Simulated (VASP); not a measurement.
# C (C2/m) in VASP: further runs, part 2 of 2

VASP 6.6.1.

### Step 3. Single point, LDA (atom 1 (C) moved by (-0.225, -0.225) A along x and y)

The input, INCAR:

```
  PREC = Accurate
  ENCUT = 520
  EDIFF = 1E-6
  ISMEAR = 1
  SIGMA = 0.4
  LREAL = False
  LASPH = True
  NELM = 100
  ALGO = Normal
  ISIF = 2
  LWAVE = False
  LCHARG = False
  NBANDS = 11
```

The input, KPOINTS:

```
regular mesh
0
Gamma
  12 12 12
```

The input, POSCAR:

```
C
1.0
    0.0000000000      1.7834000000      1.7834000000
    1.7834000000      0.0000000000      1.7834000000
    1.7834000000      1.7834000000      0.0000000000
C
2
Direct
    0.5000000000      0.5000000000      0.3738364921
    0.7500000000      0.7500000000      0.7500000000
```

Potentials or basis: VASP PAW LDA potentials, release 64 (C).

The run is started by

```
$ cat potpaw_LDA.64/C/POTCAR > POTCAR
$ mpirun -np 1 vasp_std > vasp.out
```

OUTCAR:

```text
PREC = Accurate
   ENCUT = 520
   EDIFF = 1E-6
   ISMEAR = 1
   LREAL = False
   LASPH = True
   NELM = 100
   ISIF = 2

 ion  position               nearest neighbor table
   1  0.500  0.500  0.374-   2 1.30   2 1.58   2 1.58   2 1.81
   2  0.750  0.750  0.750-   1 1.30   1 1.58   1 1.58   1 1.81

  LATTYP: Found a face centered cubic cell.
 ALAT       =     3.5668000000

  Lattice vectors:

 A1 = (   0.0000000000,   1.7834000000,   1.7834000000)
 A2 = (   1.7834000000,   0.0000000000,   1.7834000000)
 A3 = (   1.7834000000,   1.7834000000,   0.0000000000)

Analysis of symmetry for initial positions (statically):
=====================================================================
 Subroutine PRICEL returns:
 Original cell was already a primitive cell.

 Routine SETGRP: Setting up the symmetry group for a
 face centered cubic supercell.

 Subroutine GETGRP returns: Found  4 space group operations
 (whereof  2 operations were pure point group operations)
 out of a pool of 48 trial point group operations.

The static configuration has the point symmetry C_1h.
 The point group associated with its full space group is C_2h.

Analysis of symmetry for dynamics (positions and initial velocities):
=====================================================================
 Subroutine PRICEL returns:
 Original cell was already a primitive cell.

 Routine SETGRP: Setting up the symmetry group for a
 face centered cubic supercell.

 Subroutine GETGRP returns: Found  4 space group operations
 (whereof  2 operations were pure point group operations)
 out of a pool of 48 trial point group operations.

The dynamic configuration has the point symmetry C_1h.
 The point group associated with its full space group is C_2h.

 Subroutine INISYM returns: Found  4 space group operations
 (whereof  2 operations are pure point group operations),
 and found     1 'primitive' translations

----------------------------------------------------------------------------------------

                                     Primitive cell
[... 119 lines left out ...]
   IVDW    =     0    specifies the selected vdW correction
   LEPSILON=     F    determine dielectric tensor
   LRPA    =     F    only Hartree local field effects (RPA)
 non-spin polarized calculation
 Methfessel and Paxton  Order N= 1 SIGMA  =   0.40
  energy-cutoff  :      520.00
  volume of cell :       11.34
 maximum number of plane-waves:       316
   NGX =  9   NGY =  9   NGZ =  9

 number of electron       7.9999999 magnetization

 Free energy of the ion-electron system (eV)
  ---------------------------------------------------
  ext. energy  EPLUGINS =         0.00000000
  ---------------------------------------------------
  free energy    TOTEN  =       -18.49816947 eV

  energy without entropy =      -18.49875476  energy(sigma->0) =      -18.49836456

 E-fermi :  11.7722     XC(G=0): -13.4992

 val. band max:       11.7611431213   @ k =   0.0000  -0.0833   0.0833
 cond. band min:      11.7962455529   @ k =   0.5000   0.3333   0.0000
 fundamental gap:      0.0351024315
 Fermi energy:        11.7721996622

 k-point     1 :       0.0000    0.0000    0.0000
  band No.  band energies     occupation
      1     -11.7657      2.00000
      2       5.3219      2.00000
      3      10.4594      2.00004
      4      11.4873      1.92818
      5      13.9185     -0.00000
      6      14.6973     -0.00000
      7      19.4633     -0.00000
      8      23.1733      0.00000
      9      27.8918      0.00000
     10      34.1353      0.00000
     11      36.1922      0.00000
[... 309 lines left out ...]
 k-point    24 :       0.0833    0.0000    0.1667
  band No.  band energies     occupation
      1     -11.0818      2.00000
      2       3.8422      2.00000
      3       8.5272      2.00000
      4       9.9215      2.00000
      5      14.6266     -0.00000
      6      16.9917     -0.00000
      7      20.2565      0.00000
      8      23.4641      0.00000
      9      27.9491      0.00000
     10      31.5207      0.00000
     11      33.5969      0.00000

 [... further k-points ...]

------------------------ aborting loop because EDIFF is reached ----------------------------------------

  FORCE on cell =-STRESS in cart. coord.  units (eV):
  Direction    XX          YY          ZZ          XY          YZ          ZX
  --------------------------------------------------------------------------------------
  -------------------------------------------------------------------------------------
  Total        1.5754084      1.5754084      2.1312195      2.7600064     -0.5394775     -0.5394775
  in kB      222.4986915    222.4986915    300.9972141    389.8022914    -76.1916944    -76.1916965
  external PRESSURE =     248.6648657 kB  Pullay stress =       0.0000000 kB

 VOLUME and BASIS-vectors are now :
 -----------------------------------------------------------------------------
  energy-cutoff  :      520.00
  volume of cell :       11.34
      direct lattice vectors                 reciprocal lattice vectors
     0.000000000  1.783400000  1.783400000    -0.280363351  0.280363351  0.280363351
     1.783400000  0.000000000  1.783400000     0.280363351 -0.280363351  0.280363351
     1.783400000  1.783400000  0.000000000     0.280363351  0.280363351 -0.280363351

 POSITION                                       TOTAL-FORCE (eV/Angst)
 -----------------------------------------------------------------------------------
      1.55840      1.55840      1.78340         7.090066      7.090066     -6.113536
      2.67510      2.67510      2.67510        -7.090066     -7.090066      6.113536
 -----------------------------------------------------------------------------------
    total drift:                                0.000001      0.000001      0.000000

  FREE ENERGIE OF THE ION-ELECTRON SYSTEM (eV)
  ---------------------------------------------------
  free  energy   TOTEN  =       -18.4981694660 eV

  energy  without entropy=      -18.4987547611  energy(sigma->0) =      -18.49836456
```

OSZICAR:

```text
N       E                     dE             d eps       ncg     rms          rms(c)
DAV:   1     0.310296696412E+00    0.31030E+00   -0.48010E+03 10900   0.699E+02
DAV:   2    -0.191214895063E+02   -0.19432E+02   -0.18765E+02 13201   0.130E+02
DAV:   3    -0.194828231867E+02   -0.36133E+00   -0.36031E+00 12233   0.136E+01
DAV:   4    -0.194834539940E+02   -0.63081E-03   -0.63078E-03 11294   0.736E-01
DAV:   5    -0.194834549478E+02   -0.95378E-06   -0.95215E-06 12059   0.260E-02    0.630E+00
DAV:   6    -0.187408592702E+02    0.74260E+00   -0.46893E-01 11018   0.497E+00    0.358E+00
DAV:   7    -0.184985790516E+02    0.24228E+00   -0.51839E-01 11627   0.523E+00    0.878E-01
DAV:   8    -0.184982736892E+02    0.30536E-03   -0.12650E-02 11429   0.942E-01    0.803E-02
DAV:   9    -0.184981703447E+02    0.10334E-03   -0.31153E-04 11634   0.138E-01    0.340E-02
DAV:  10    -0.184981693187E+02    0.10260E-05   -0.14200E-05 11729   0.303E-02    0.654E-03
DAV:  11    -0.184981694660E+02   -0.14734E-06   -0.64822E-07  6953   0.670E-03
   1 F= -.18498169E+02 E0= -.18498365E+02  d E =0.585295E-03
```

stdout:

```text
POSCAR found type information on POSCAR C
 POSCAR found :  1 types and       2 ions
 scaLAPACK will be used
 LDA part: xc-table for (Slater(with rela. corr.)+CA(PZ))
 , standard interpolation
 POSCAR, INCAR and KPOINTS ok, starting setup
 FFT: planning ... GRIDC
 FFT: planning ... GRID_SOFT
 FFT: planning ... GRID
 WAVECAR not read
 entering main loop
```

It took 18 s on 1 thread of Intel Xeon 6975P-C (Granite Rapids), shared host; peak memory 0.15 GiB.

What came out:

```yaml
Free_energy: -18.4982 eV
Pressure: 24.9 GPa
Largest_force: 11.744 eV/Å
Band_gap_on_the_k_mesh: zero (band 4 reaches 12.25 eV, above the bottom of band 5 at 11.35 eV)
```

Forces on the atoms (eV/Å):
```
C    7.090  7.090 -6.114
C   -7.090 -7.090  6.114
```

Caveat: the cell differs from its parent crystal (atom 1 (C) moved by (-0.225, -0.225) A along x and y); forces of over 1 eV/Å act on the atoms, so gaps and moduli don't describe the material at rest.
